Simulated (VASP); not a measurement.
**MgS: single point with PBE**

MgS:

```xyz
2
Lattice="-0.0780 2.5626 2.5626 2.5626 -0.0780 2.5626 2.5626 2.5626 -0.0780" Properties=species:S:1:pos:R:3 pbc="T T T"
Mg    0.0000    0.0000    0.0000
S     2.5236    2.5236    2.5236
```

This cell differs from its parent crystal: equal xy, yz and zx shear strains of -3 %.

* Program: VASP 6.6.1
* Task: single point
* Functional: PBE
* Potentials or basis: VASP PAW PBE potentials, release 64 (Mg, S)
* Cutoff: 520 eV
* k mesh: 8 × 8 × 8
* Occupations: fermi-dirac, width 0.01 eV
* Spin: no spin polarisation
* Dipole correction: no
* Further INCAR settings: ALGO = Normal; EDIFF = 1e-06; NBANDS = 11

```json
{"Pressure": "0.9 GPa", "Band gap on the k mesh": "2.48 eV, indirect (least direct gap 3.41 eV)"}
```

Stress tensor (GPa, compression positive):
```
0.91 1.57 1.57
1.57 0.91 1.57
1.57 1.57 0.91
```

Levels at points of the mesh, in eV from the valence-band top:
```csv
k point,band 1,band 2,band 3,band 4,band 5,band 6,band 7,band 8
"(0.00, 0.00, 0.00)",-12.93,-0.39,-0.39,0.00,3.41,7.44,7.44,8.27
"(0.50, 0.00, 0.00)",-11.66,-5.14,-0.89,-0.66,4.37,6.58,7.00,9.86
"(0.50, 0.50, 0.00)",-11.25,-4.46,-2.13,-1.74,2.48,4.17,11.60,12.51
"(0.50, 0.50, 0.50)",-11.50,-4.94,-1.05,-1.05,3.98,6.30,6.30,9.72
```

Run time: 18 s on 1 thread of Intel Xeon 6975P-C, with other jobs on the host, peak memory 0.17 GiB.

Caveat: the cell differs from its parent crystal (equal xy, yz and zx shear strains of -3 %). A k mesh can miss the band edges.
